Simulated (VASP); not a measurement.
# CsRh2 (Cmmm) in VASP: a series of runs

Runs on CsRh2. Level: PBE. Tasks: single point.

All numbers are computed with VASP 6.6.1; they aren't measurements. Logs are shortened: lines on timing, memory, paths and dates and some standing lists are left out, and cuts for length are marked.

### 1 The cell of the first run

It takes space group Cmmm (No. 65, orthorhombic). The conventional cell has a = 6.565 Å, b = 7.490 Å, c = 3.351 Å, α = 90.00°, β = 90.00°, γ = 90.00°. Cs (site symmetry mmm) has 4 Rh at 2.49 Å and 2 Cs at 3.35 Å within 3.4 Å. Rh (site symmetry 2/m) has 2 Cs at 2.49 Å and 4 Rh at 3.28 to 3.35 Å within 3.4 Å.

The cell was generated, and may not be a known phase.

### 2 Single point, PBE

Input file INCAR:

```
SYSTEM = CsRh2
  PREC = Accurate
  ENCUT = 520
  EDIFF = 1E-6
  ISMEAR = 0
  SIGMA = 0.1
  LREAL = .False.
  LASPH = .True.
  NELM = 60
  ALGO = Normal
  ISIF = 2
  LWAVE = .False.
  LCHARG = .False.
  GGA = PE
  NBANDS = 26
```

Input file KPOINTS:

```
Automatic mesh
0
Gamma
  4 4 6
  0 0 0
```

Input file POSCAR:

```
CsRh2
1.0
    3.2827061700     -3.7449044400      0.0000000000
    3.2827061700      3.7449044400      0.0000000000
    0.0000000000      0.0000000000      3.3510947000
Cs Rh
1 2
Direct
    0.5000000000      0.5000000000      0.0000000000
    0.0000000000      0.5000000000      0.0000000000
    0.5000000000      0.0000000000      0.0000000000
```

Potentials or basis: VASP PAW PBE potentials, release 64 (Cs_sv, Rh_pv).

Command:

```console
> cat potpaw_PBE.64/Cs_sv/POTCAR potpaw_PBE.64/Rh_pv/POTCAR > POTCAR
> mpirun -np 1 vasp_std > vasp.out
```

OUTCAR:

```text
SYSTEM = CsRh2
   PREC = Accurate
   ENCUT = 520
   EDIFF = 1E-6
   ISMEAR = 0
   LREAL = .False.
   LASPH = .True.
   NELM = 60
   ISIF = 2
   GGA = PE

 ion  position               nearest neighbor table
   1  0.500  0.500  0.000-   2 2.49   3 2.49   3 2.49   2 2.49
   2  0.000  0.500  0.000-   1 2.49   1 2.49   3 3.28   3 3.28
   3  0.500  0.000  0.000-   1 2.49   1 2.49   2 3.28   2 3.28

  LATTYP: Found a base centered orthorhombic cell.
 ALAT       =     6.5654123400
 B/A-ratio  =     1.1407979411
 C/A-ratio  =     0.5104164867

  Lattice vectors:

 A1 = (   3.2827061700,  -3.7449044400,   0.0000000000)
 A2 = (   3.2827061700,   3.7449044400,   0.0000000000)
 A3 = (   0.0000000000,   0.0000000000,   3.3510947000)

Analysis of symmetry for initial positions (statically):
=====================================================================
 Subroutine PRICEL returns:
 Original cell was already a primitive cell.

 Routine SETGRP: Setting up the symmetry group for a
 base centered orthorhombic supercell.

 Subroutine GETGRP returns: Found  8 space group operations
 (whereof  8 operations were pure point group operations)
 out of a pool of  8 trial point group operations.

The static configuration has the point symmetry D_2h.

Analysis of symmetry for dynamics (positions and initial velocities):
=====================================================================
 Subroutine PRICEL returns:
 Original cell was already a primitive cell.

 Routine SETGRP: Setting up the symmetry group for a
 base centered orthorhombic supercell.

 Subroutine GETGRP returns: Found  8 space group operations
 (whereof  8 operations were pure point group operations)
 out of a pool of  8 trial point group operations.

The dynamic configuration has the point symmetry D_2h.

 Subroutine INISYM returns: Found  8 space group operations
 (whereof  8 operations are pure point group operations),
 and found     1 'primitive' translations

----------------------------------------------------------------------------------------

                                     Primitive cell

  volume of cell :      82.3928

  direct lattice vectors                    reciprocal lattice vectors
     3.282706170 -3.744904440  0.000000000     0.152313358 -0.133514755  0.000000000
     3.282706170  3.744904440  0.000000000     0.152313358  0.133514755  0.000000000
     0.000000000  0.000000000  3.351094700     0.000000000  0.000000000  0.298409949

  length of vectors
     4.980006934  4.980006934  3.351094700     0.202547646  0.202547646  0.298409949

  position of ions in fractional coordinates (direct lattice)
     0.500000000  0.500000000  0.000000000
     0.000000000  0.500000000  0.000000000
     0.500000000  0.000000000  0.000000000

  ion indices of the primitive-cell ions
   primitive index   ion index
                 1           1
                 2           2
                 3           3

----------------------------------------------------------------------------------------

 KPOINTS: Automatic mesh

Automatic generation of k-mesh.
 Grid dimensions read from file:
 generate k-points for:    4    4    6

 Generating k-lattice:

  Cartesian coordinates                     Fractional coordinates (reciprocal lattice)
     0.038078339 -0.033378689  0.000000000     0.250000000  0.000000000  0.000000000
     0.038078339  0.033378689  0.000000000     0.000000000  0.250000000  0.000000000
     0.000000000  0.000000000  0.049734992     0.000000000  0.000000000  0.166666667

  Length of vectors
     0.050636912  0.050636912  0.049734992

  Shift w.r.t. Gamma in fractional coordinates (k-lattice)
     0.000000000  0.000000000  0.000000000

 Subroutine IBZKPT returns following result:
 ===========================================

 Found     28 irreducible k-points:

 Following reciprocal coordinates:
            Coordinates               Weight
  0.000000  0.000000  0.000000      1.000000
  0.250000  0.000000  0.000000      4.000000
  0.500000  0.000000  0.000000      2.000000
  0.250000  0.250000  0.000000      2.000000
  0.500000  0.250000  0.000000      4.000000
 -0.250000  0.250000  0.000000      2.000000
[... 16 lines left out ...]
  0.250000  0.000000  0.500000      4.000000
  0.500000  0.000000  0.500000      2.000000
 [... further k-points ...]
   k-points           NKPTS =     28   k-points in BZ     NKDIM =     28   number of bands    NBANDS=     26
   number of dos      NEDOS =    301   number of ions     NIONS =      3
   total plane-waves  NPLWV =  44800
   dimension x,y,z NGX =    40 NGY =   40 NGZ =   28
   dimension x,y,z NGXF=    80 NGYF=   80 NGZF=   56
   ions per type =               1   2
   NGX,Y,Z   is equivalent  to a cutoff of  13.35, 13.35, 13.89 a.u.
   NGXF,Y,Z  is equivalent  to a cutoff of  26.71, 26.71, 27.78 a.u.
 SYSTEM =  CsRh2
   PREC   = accura    normal or accurate (medium, high low for compatibility)
   ISTART =      0    job   : 0-new  1-cont  2-samecut
   ICHARG =      2    charge: 1-file 2-atom 10-const
   ISPIN  =      1    spin polarized calculation?
   LNONCOLLINEAR =      F non collinear calculations
   LSORBIT =      F    spin-orbit coupling
   LASPH  =      T    aspherical Exc in radial PAW
   ENCUT  =  520.0 eV  38.22 Ry    6.18 a.u.   9.26  9.26  6.23*2*pi/ulx,y,z
   NELM   =     60;   NELMIN=  2; NELMDL= -5     # of ELM steps
   EDIFF  = 0.1E-05   stopping-criterion for ELM
   LREAL  =      F    real-space projection
   EDIFFG = 0.1E-04   stopping-criterion for IOM
   NSW    =      0    number of steps for IOM
   IBRION =     -1    ionic relax: 0-MD 1-quasi-New 2-CG
   NFREE  =      0    steps in history (QN), initial steepest desc. (CG)
   ISIF   =      2    stress and relaxation
   ISYM   =      2    0-nonsym 1-usesym 2-fastsym
   POTIM  = 0.5000    time-step for ionic-motion
   TEBEG  =    0.0;   TEEND  =   0.0 temperature during run
   PSTRESS=    0.0 pullay stress
   NELECT =      39.0000    total number of electrons
   NUPDOWN=      -1.0000    fix difference up-down
   EMIN   =  10.00;   EMAX   =-10.00  energy-range for DOS
   EFERMI =   0.00;   METHOD = LEGACY
   ISMEAR =     0;   SIGMA  =   0.10  broadening in eV -4-tet -1-fermi 0-gaus
   EFERMI_NEDOS =   21; number of points for ismear=-14 and -15
   IALGO  =     38    algorithm
   IMIX   =      4    mixing-type and parameters
     AMIX     =   0.40;   BMIX     =  1.00
     AMIX_MAG =   1.60;   BMIX_MAG =  1.00
  volume/ion in A,a.u.               =      27.46       185.34
  Fermi-wavevector in a.u.,A,eV,Ry     =   1.275851  2.411008 22.147498  1.627795
  Thomas-Fermi vector in A             =   2.408540
   LORBIT       =      0    0 simple, 1 ext, 2 COOP (PROOUT), +10 PAW based schemes
   GGA     = PE    functional components
   LHFCALC =     F    Hartree Fock is set to
   AEXX    =    0.0000 exact exchange contribution
   IVDW    =     0    specifies the selected vdW correction
   LEPSILON=     F    determine dielectric tensor
   LRPA    =     F    only Hartree local field effects (RPA)
 non-spin polarized calculation
 Gauss-broadening in eV      SIGMA  =   0.10
  energy-cutoff  :      520.00
  volume of cell :       82.39
 maximum number of plane-waves:      2240
 NGX is ok and might be reduce to    40
   NGX = 19   NGY = 19   NGZ = 13

 number of electron      38.9999991 magnetization

 Free energy of the ion-electron system (eV)
  ---------------------------------------------------
  ext. energy  EPLUGINS =         0.00000000
  ---------------------------------------------------
  free energy    TOTEN  =        -8.49811619 eV

  energy without entropy =       -8.46764984  energy(sigma->0) =       -8.48288301

 E-fermi :   3.8552     XC(G=0):  -9.8220

 val. band max:        3.8514852950   @ k =   0.5000   0.5000   0.3333
 cond. band min:       3.8654646076   @ k =   0.5000   0.5000   0.1667
 fundamental gap:      0.0139793125
 Fermi energy:         3.8551825684

 k-point     1 :       0.0000    0.0000    0.0000
  band No.  band energies     occupation
      1     -41.5334      2.00000
      2     -41.5057      2.00000
      3     -40.9636      2.00000
      4     -40.9545      2.00000
      5     -40.9499      2.00000
      6     -40.9452      2.00000
[... 18 lines left out ...]
     25       9.7851      0.00000
     26      12.2226      0.00000

 k-point     2 :       0.2500    0.0000    0.0000
  band No.  band energies     occupation
      1     -41.5307      2.00000
      2     -41.5109      2.00000
      3     -40.9611      2.00000
      4     -40.9538      2.00000
      5     -40.9506      2.00000
      6     -40.9481      2.00000
[... 18 lines left out ...]
     25       9.3596      0.00000
     26      12.0656      0.00000

 k-point     3 :       0.5000    0.0000    0.0000
  band No.  band energies     occupation
      1     -41.5250      2.00000
      2     -41.5192      2.00000
      3     -40.9549      2.00000
      4     -40.9549      2.00000
      5     -40.9522      2.00000
      6     -40.9522      2.00000
[... 18 lines left out ...]
     25       9.7408      0.00000
     26      10.8005      0.00000

 k-point     4 :       0.2500    0.2500    0.0000
  band No.  band energies     occupation
      1     -41.5279      2.00000
      2     -41.5163      2.00000
      3     -40.9576      2.00000
      4     -40.9526      2.00000
      5     -40.9521      2.00000
      6     -40.9518      2.00000
[... 18 lines left out ...]
     25      11.3901      0.00000
     26      11.4377      0.00000
[... 496 lines left out ...]
      1     -41.5303      2.00000
      2     -41.5028      2.00000
      3     -40.9883      2.00000
      4     -40.9829      2.00000
      5     -40.9608      2.00000
      6     -40.9426      2.00000
[... 18 lines left out ...]
     25       9.6590      0.00000
     26      10.1287      0.00000

 k-point    23 :       0.2500    0.0000    0.5000
  band No.  band energies     occupation
      1     -41.5276      2.00000
      2     -41.5080      2.00000
      3     -40.9875      2.00000
      4     -40.9837      2.00000
      5     -40.9584      2.00000
      6     -40.9455      2.00000
[... 18 lines left out ...]
     25       9.7685      0.00000
     26      10.9631      0.00000

 k-point    24 :       0.5000    0.0000    0.5000
  band No.  band energies     occupation
      1     -41.5219      2.00000
      2     -41.5162      2.00000
      3     -40.9856      2.00000
      4     -40.9856      2.00000
      5     -40.9522      2.00000
      6     -40.9522      2.00000
[... 18 lines left out ...]
     25       9.6722      0.00000
     26      10.1947      0.00000

 [... further k-points ...]

------------------------ aborting loop because EDIFF is reached ----------------------------------------

  FORCE on cell =-STRESS in cart. coord.  units (eV):
  Direction    XX          YY          ZZ          XY          YZ          ZX
  --------------------------------------------------------------------------------------
  -------------------------------------------------------------------------------------
  Total        1.7166801      6.9361988     -1.8871471     -0.0000000      0.0000000      0.0000000
  in kB       33.3818574    134.8784812    -36.6966897     -0.0000000      0.0000000      0.0000000
  external PRESSURE =      43.8545497 kB  Pullay stress =       0.0000000 kB

 VOLUME and BASIS-vectors are now :
 -----------------------------------------------------------------------------
  energy-cutoff  :      520.00
  volume of cell :       82.39
      direct lattice vectors                 reciprocal lattice vectors
     3.282706170 -3.744904440  0.000000000     0.152313358 -0.133514755  0.000000000
     3.282706170  3.744904440  0.000000000     0.152313358  0.133514755  0.000000000
     0.000000000  0.000000000  3.351094700     0.000000000  0.000000000  0.298409949

 POSITION                                       TOTAL-FORCE (eV/Angst)
 -----------------------------------------------------------------------------------
      3.28271      0.00000      0.00000        -0.000000     -0.000000      0.000000
      1.64135      1.87245      0.00000         0.000000      0.000000      0.000000
      1.64135     -1.87245      0.00000         0.000000      0.000000      0.000000
 -----------------------------------------------------------------------------------
    total drift:                                0.000000      0.000000     -0.000000

  FREE ENERGIE OF THE ION-ELECTRON SYSTEM (eV)
  ---------------------------------------------------
  free  energy   TOTEN  =        -8.4981161883 eV

  energy  without entropy=       -8.4676498409  energy(sigma->0) =       -8.48288301
```

Run time: 22 s. Hardware: 1 thread of Intel Xeon 6975P-C (Granite Rapids), shared host; peak memory 0.22 GiB.

Results:

```yaml
Free_energy: -8.4981 eV
Pressure: 4.4 GPa
Band_gap_on_the_k_mesh: zero (an odd number of electrons rules out a gap without spin polarisation)
```

Levels at points of the mesh, in eV from the Fermi level:
```
           k point  band 17  band 18  band 19  band 20  band 21  band 22  band 23  band 24
(0.00, 0.00, 0.00)    -1.15    -0.60    -0.31    -0.18     0.06     2.45     4.32     4.41
(0.50, 0.00, 0.00)    -0.88    -0.47    -0.16    -0.12    -0.01     3.24     3.68     4.54
(0.50, 0.50, 0.00)    -0.17    -0.12     0.07     0.15     0.70     2.88     4.35     4.77
(0.00, 0.00, 0.50)    -0.74    -0.53    -0.26     0.48     2.25     2.64     5.06     5.26
(0.50, 0.00, 0.50)    -0.85    -0.68    -0.20     0.81     1.32     3.45     3.78     5.28
(0.50, 0.50, 0.50)    -0.12     0.42     0.53     1.08     1.10     1.15     2.22     6.51
```

Caveat: the stress differs along the axes, from -4 to 13 GPa; spin-orbit coupling is left out, which moves the levels of the heavy elements.

### 3 Single point, PBE

This run uses another cell than the first one, of 30.28 Å³/atom.

Input file INCAR:

```
SYSTEM = CsRh2
ALGO = Fast
EDIFF = 1E-6
ENCUT = 520
GGA = PE
ISIF = 2
ISMEAR = 0
LASPH = .TRUE.
LCHARG = .FALSE.
LREAL = .FALSE.
LWAVE = .FALSE.
NBANDS = 26
NELM = 60
PREC = Accurate
SIGMA = 0.1
```

Input file KPOINTS:

```
k-points
0
G
  10 10 16
  0 0 0
```

Input file POSCAR:

```
CsRh2
1.0
    2.3423190719     -6.2907426576      0.0000000000
    2.3423190719      6.2907426576      0.0000000000
    0.0000000000      0.0000000000      3.0825057778
Cs Rh
1 2
Direct
    0.5000000000      0.5000000000      0.0000000000
    0.0000000000      0.5000000000      0.0000000000
    0.5000000000      0.0000000000      0.0000000000
```

Potentials or basis: VASP PAW PBE potentials, release 64 (Cs_sv, Rh_pv).

Command:

```console
> cat potpaw_PBE.64/Cs_sv/POTCAR potpaw_PBE.64/Rh_pv/POTCAR > POTCAR
> mpirun -np 1 vasp_std > vasp.out
```

Wall time 5.1 min (1 thread of Intel Xeon 6975P-C (Granite Rapids), shared host); peak memory 0.67 GiB.

It converged, with:

| Quantity | Value |
| --- | --- |
| Free energy | -12.1146 eV |
| Pressure | 0.2 GPa |
| Band gap on the k mesh | zero (an odd number of electrons rules out a gap without spin polarisation) |

Stress tensor (GPa, compression positive):
```
0.32 0.00 0.00
0.00 0.27 0.00
0.00 0.00 0.12
```

Levels at points of the mesh, in eV from the Fermi level:
| k point | band 15 | band 16 | band 17 | band 18 | band 19 | band 20 | band 21 | band 22 | band 23 | band 24 |
| --- | --- | --- | --- | --- | --- | --- | --- | --- | --- | --- |
| (0.00, 0.00, 0.00) | -2.18 | -1.46 | -0.76 | -0.50 | 0.05 | 0.88 | 1.01 | 1.85 | 2.15 | 3.16 |
| (0.50, 0.00, 0.00) | -1.97 | -1.96 | -1.52 | -1.25 | -1.24 | -0.54 | -0.37 | -0.35 | 2.35 | 3.23 |
| (0.50, 0.50, 0.00) | -1.46 | -1.15 | -0.73 | -0.20 | 0.00 | 0.05 | 0.88 | 1.01 | 1.67 | 3.11 |
| (0.00, 0.00, 0.50) | -1.51 | -0.93 | -0.32 | 0.62 | 0.88 | 0.93 | 1.76 | 2.52 | 2.91 | 2.98 |
| (0.50, 0.00, 0.50) | -1.85 | -1.82 | -1.69 | -1.64 | -0.87 | -0.42 | 1.26 | 2.50 | 3.23 | 4.02 |
| (0.50, 0.50, 0.50) | -0.88 | -0.84 | -0.07 | -0.02 | 0.62 | 0.93 | 1.81 | 2.70 | 3.02 | 3.23 |

Caveat: spin-orbit coupling is left out, which moves the levels of the heavy elements.
